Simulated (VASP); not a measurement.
# TaN (P-6m2) in VASP: a series of runs, part 2 of 2

VASP 6.6.1. The steps go on from the part before.

## (4) Single point, LDA (zz strain of -1 %)

Input file INCAR:

```
  ALGO = Normal
  EDIFF = 1E-6
  ENCUT = 520
  GGA = CA
  ISIF = 2
  ISMEAR = -1
  LASPH = True
  LCHARG = False
  LREAL = False
  LWAVE = False
  NBANDS = 15
  NELM = 80
  PREC = Accurate
  SIGMA = 0.02
```

Input file KPOINTS:

```
k-points
0
Gamma
  12 12 10
```

Input file POSCAR:

```
TaN
1.0
    2.9379988584      0.0000000000      0.0000000000
   -1.4689994292      2.5443816477      0.0000000000
    0.0000000000      0.0000000000      2.8541700000
Ta N
1 1
Direct
    0.3333333333      0.6666666667      0.5000000000
    0.0000000000      0.0000000000      0.0000000000
```

Potentials or basis: VASP PAW LDA potentials, release 64 (Ta_pv, N).

Launch:

```
cat potpaw_LDA.64/Ta_pv/POTCAR potpaw_LDA.64/N/POTCAR > POTCAR
mpirun -np 1 vasp_std > vasp.out
```

OUTCAR:

```text
EDIFF = 1E-6
   ENCUT = 520
   GGA = CA
   ISIF = 2
   ISMEAR = -1
   LASPH = True
   LREAL = False
   NELM = 80
   PREC = Accurate

 ion  position               nearest neighbor table
   1  0.333  0.667  0.500-   2 2.22   2 2.22   2 2.22   2 2.22   2 2.22   2 2.22
   2  0.000  0.000  0.000-   1 2.22   1 2.22   1 2.22   1 2.22   1 2.22   1 2.22

  LATTYP: Found a hexagonal cell.
 ALAT       =     2.9379988584
 C/A-ratio  =     0.9714673618

  Lattice vectors:

 A1 = (   2.9379988584,   0.0000000000,   0.0000000000)
 A2 = (  -1.4689994292,   2.5443816477,   0.0000000000)
 A3 = (   0.0000000000,   0.0000000000,   2.8541700000)

Analysis of symmetry for initial positions (statically):
=====================================================================
 Subroutine PRICEL returns:
 Original cell was already a primitive cell.

 Routine SETGRP: Setting up the symmetry group for a
 hexagonal supercell.

 Subroutine GETGRP returns: Found 12 space group operations
 (whereof 12 operations were pure point group operations)
 out of a pool of 24 trial point group operations.

The static configuration has the point symmetry D_3h.

Analysis of symmetry for dynamics (positions and initial velocities):
=====================================================================
 Subroutine PRICEL returns:
 Original cell was already a primitive cell.

 Routine SETGRP: Setting up the symmetry group for a
 hexagonal supercell.

 Subroutine GETGRP returns: Found 12 space group operations
 (whereof 12 operations were pure point group operations)
 out of a pool of 24 trial point group operations.

The dynamic configuration has the point symmetry D_3h.

 Subroutine INISYM returns: Found 12 space group operations
 (whereof 12 operations are pure point group operations),
 and found     1 'primitive' translations

[... 116 lines left out ...]
  Fermi-wavevector in a.u.,A,eV,Ry     =   1.487340  2.810665 30.098539  2.212180
  Thomas-Fermi vector in A             =   2.600513
   LORBIT       =      0    0 simple, 1 ext, 2 COOP (PROOUT), +10 PAW based schemes
   GGA     = CA    functional components
   LHFCALC =     F    Hartree Fock is set to
   AEXX    =    0.0000 exact exchange contribution
   IVDW    =     0    specifies the selected vdW correction
   LEPSILON=     F    determine dielectric tensor
   LRPA    =     F    only Hartree local field effects (RPA)
 non-spin polarized calculation
  energy-cutoff  :      520.00
  volume of cell :       21.34
 maximum number of plane-waves:       599
 NGX is ok and might be reduce to    24
   NGX = 11   NGY = 11   NGZ = 11

 number of electron      16.0000001 magnetization

 Free energy of the ion-electron system (eV)
  ---------------------------------------------------
  ext. energy  EPLUGINS =         0.00000000
  ---------------------------------------------------
  free energy    TOTEN  =       -24.70954187 eV

  energy without entropy =      -24.70944083  energy(sigma->0) =      -24.70949135

 E-fermi :   8.3066     XC(G=0): -13.6348

 val. band max:        8.1817624655   @ k =   0.0000   0.0000   0.4000
 cond. band min:       8.3387071761   @ k =   0.3333   0.3333   0.0000
 fundamental gap:      0.1569447106
 Fermi energy:         8.3066498289

 k-point     1 :       0.0000    0.0000    0.0000
  band No.  band energies     occupation
      1     -26.3573      2.00000
      2     -26.1255      2.00000
      3     -26.1255      2.00000
      4      -9.4071      2.00000
      5       3.5490      2.00000
      6       3.5490      2.00000
      7       3.9959      2.00000
      8       5.3942      2.00000
      9      10.5796      0.00000
     10      11.9015      0.00000
     11      11.9015      0.00000
     12      12.2287      0.00000
     13      12.2287      0.00000
     14      20.6446      0.00000
[... 401 lines left out ...]
      2     -26.3416      2.00000
      3     -26.2966      2.00000
      4      -7.6105      2.00000
      5       0.6287      2.00000
      6       3.2246      2.00000
      7       4.5056      2.00000
      8       5.5066      2.00000
      9      10.9222      0.00000
     10      11.1827      0.00000
     11      12.8711      0.00000
     12      13.2831      0.00000
     13      15.4582      0.00000
     14      20.6528      0.00000
     15      21.4603      0.00000

 [... further k-points ...]
[... 5 lines left out ...]
  --------------------------------------------------------------------------------------
  -------------------------------------------------------------------------------------
  Total       -1.0477639     -1.0477639     -0.3048515      0.0000000      0.0000000      0.0000000
  in kB      -78.6792630    -78.6792630    -22.8920757      0.0000000      0.0000000      0.0000000
  external PRESSURE =     -60.0835339 kB  Pullay stress =       0.0000000 kB

 VOLUME and BASIS-vectors are now :
 -----------------------------------------------------------------------------
  energy-cutoff  :      520.00
  volume of cell :       21.34
      direct lattice vectors                 reciprocal lattice vectors
     2.937998858  0.000000000  0.000000000     0.340367729  0.196511400  0.000000000
    -1.468999429  2.544381648  0.000000000     0.000000000  0.393022800  0.000000000
     0.000000000  0.000000000  2.854170000     0.000000000  0.000000000  0.350364554

 POSITION                                       TOTAL-FORCE (eV/Angst)
 -----------------------------------------------------------------------------------
     -0.00000      1.69625      1.42708         0.000000      0.000000      0.000000
      0.00000      0.00000      0.00000        -0.000000      0.000000      0.000000
 -----------------------------------------------------------------------------------
    total drift:                                0.000000     -0.000000     -0.000000

  FREE ENERGIE OF THE ION-ELECTRON SYSTEM (eV)
  ---------------------------------------------------
  free  energy   TOTEN  =       -24.7095418651 eV

  energy  without entropy=      -24.7094408348  energy(sigma->0) =      -24.70949135
```

stdout:

```text
POSCAR found type information on POSCAR TaN
 POSCAR found :  2 types and       2 ions
 scaLAPACK will be used
 LDA part: xc-table for (Slater(with rela. corr.)+CA(PZ))
 , standard interpolation
 POSCAR, INCAR and KPOINTS ok, starting setup
 FFT: planning ... GRIDC
 FFT: planning ... GRID_SOFT
 FFT: planning ... GRID
 WAVECAR not read
 entering main loop
```

Run time: 71 s. Hardware: 1 thread of Intel Xeon 8259CL, shared host; peak memory 0.16 GiB.

Results:

```
Free energy            : -24.7095 eV
Pressure               : -6.0 GPa
Band gap on the k mesh : zero (band 8 reaches 8.58 eV, above the bottom of band 9 at 8.11 eV)
```

Stress tensor (GPa, compression positive):
```
-7.87  0.00  0.00
 0.00 -7.87  0.00
 0.00  0.00 -2.29
```

Levels at points of the mesh, in eV from the Fermi level:
| k point | band 4 | band 5 | band 6 | band 7 | band 8 | band 9 | band 10 | band 11 | band 12 | band 13 |
| --- | --- | --- | --- | --- | --- | --- | --- | --- | --- | --- |
| (0.00, 0.00, 0.00) | -17.71 | -4.76 | -4.76 | -4.31 | -2.91 | 2.27 | 3.59 | 3.59 | 3.92 | 3.92 |
| (0.50, 0.00, 0.00) | -15.35 | -8.40 | -5.23 | -3.60 | -3.29 | 2.94 | 3.91 | 5.18 | 5.21 | 7.62 |
| (0.00, 0.00, 0.50) | -14.90 | -9.45 | -3.94 | -3.94 | -0.20 | -0.20 | 2.52 | 3.15 | 3.15 | 8.25 |
| (0.50, 0.00, 0.50) | -15.68 | -7.45 | -6.24 | -5.90 | -0.31 | 4.17 | 5.26 | 6.13 | 7.02 | 10.27 |

Caveat: the cell differs from its parent crystal (zz strain of -1 %); spin-orbit coupling is left out, which moves the levels of the heavy elements.

## (5) The runs side by side

| cell | gap on the mesh (eV) | pressure (GPa) |
| --- | --- | --- |
| a = 2.938, b = 2.938, c = 2.825 Å, angles 90.0, 90.0, 120.0°, 2 atoms | none | -1.9 |
| a = 2.909, b = 2.909, c = 2.883 Å, angles 90.0, 90.0, 120.0°, 2 atoms | none | -3.0 |
| a = 2.938, b = 2.938, c = 2.854 Å, angles 90.0, 90.0, 120.0°, 2 atoms | none | -6.0 |

Alike in all rows: task single point; level LDA; potentials or basis VASP PAW LDA potentials, release 64 (Ta_pv, N); no spin polarisation; k mesh 12 × 12 × 10; cutoff (eV) 520; smearing fermi-dirac 0.02 eV.

Caveats: spin-orbit coupling is left out, which moves the levels of the heavy elements.

Absolute energies hang on the potentials; compare differences alone.
